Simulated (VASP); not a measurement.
Input of a VASP 6.6.1 run:

File INCAR:

```
SYSTEM = Zr
PREC = Accurate
ENCUT = 500
EDIFF = 1E-6
ISMEAR = 0
SIGMA = 0.1
LREAL = .False.
LASPH = .True.
NELM = 120
ALGO = Normal
ISIF = 2
LWAVE = .False.
LCHARG = .False.
GGA = PS
NBANDS = 12
GGA_COMPAT = .False.
```

Contents of KPOINTS:

```
Automatic mesh
0
Gamma
  8 8 8
  0 0 0
```

Contents of POSCAR:

```
Zr
1.0
   -1.5897807136      1.5897807136      2.4186194363
    1.5897807136     -1.5897807136      2.4186194363
    1.5897807136      1.5897807136     -2.4186194363
Zr
1
Direct
    0.0000000000      0.0000000000      0.0000000000
```

Potentials or basis: VASP PAW PBE potentials, release 64 (Zr_sv).

Run with:

```sh
$ cat potpaw_PBE.64/Zr_sv/POTCAR > POTCAR
$ mpirun -np 1 vasp_std > vasp.out
```

(1) Estimate the pressure.

(2) Estimate the band gap on the k mesh.

Results:

(1) -8.0 GPa.

(2) zero (bands 6 and 7 overlap by 1.15 eV).

Caveat: the cell stands under tension; the PAW data sets were made with another functional, which shifts forces and pressure a little.
